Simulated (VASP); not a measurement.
The system is HfRu.

```xyz
2
Lattice="3.2481 0.0000 0.0000 0.0000 3.2481 0.0000 0.0000 0.0000 3.2481" Properties=species:S:1:pos:R:3 pbc="T T T"
Hf    0.0000    0.0000    0.0000
Ru    1.6241    1.6241    1.6241
```

| Quantity | Value |
| --- | --- |
| Program | VASP 6.6.1 |
| Task | relaxation of cell and atoms |
| Functional | LDA |
| Potentials or basis | VASP PAW LDA potentials, release 64 (Hf_pv, Ru_pv) |
| Cutoff | 600 eV |
| k mesh | 14 × 14 × 14 |
| Occupations | gaussian, width 0.1 eV |
| Spin | no spin polarisation |

At the start: pressure -12.6 GPa; volume 17.13 Å³/atom.

Problem. How do energy, volume and symmetry change on relaxing?

Solution. Over 7 steps the energy falls by 43.7 meV/atom and the volume is 16.08 Å³/atom (-6.1 %); space group Pm-3m (No. 221, to 0.05 Å).

The path:
| step | energy change (eV) | largest force (eV/Å) | pressure (GPa) | volume (Å³) |
| --- | --- | --- | --- | --- |
| 1 | 0.0000 | 0.0000 | -12.59 | 34.27 |
| 2 | 0.3954 | 0.0000 | 41.83 | 28.01 |
| 3 | -0.0871 | 0.0000 | -0.74 | 32.27 |
| 4 | -0.0873 | 0.0000 | -0.12 | 32.18 |
| 5 | -0.0873 | 0.0000 | 0.16 | 32.14 |
| 6 | -0.0873 | 0.0000 | -0.26 | 32.21 |
| 7 | -0.0873 | 0.0000 | -0.01 | 32.17 |

Final structure:
```yaml
crystal:
  lattice:
    - [3.18030, 0.00000, 0.00000]
    - [0.00000, 3.18030, 0.00000]
    - [0.00000, 0.00000, 3.18030]
  atoms:
    - { symbol: Hf, position: [0.00000, 0.00000, 0.00000] }
    - { symbol: Ru, position: [0.50000, 0.50000, 0.50000] }
```
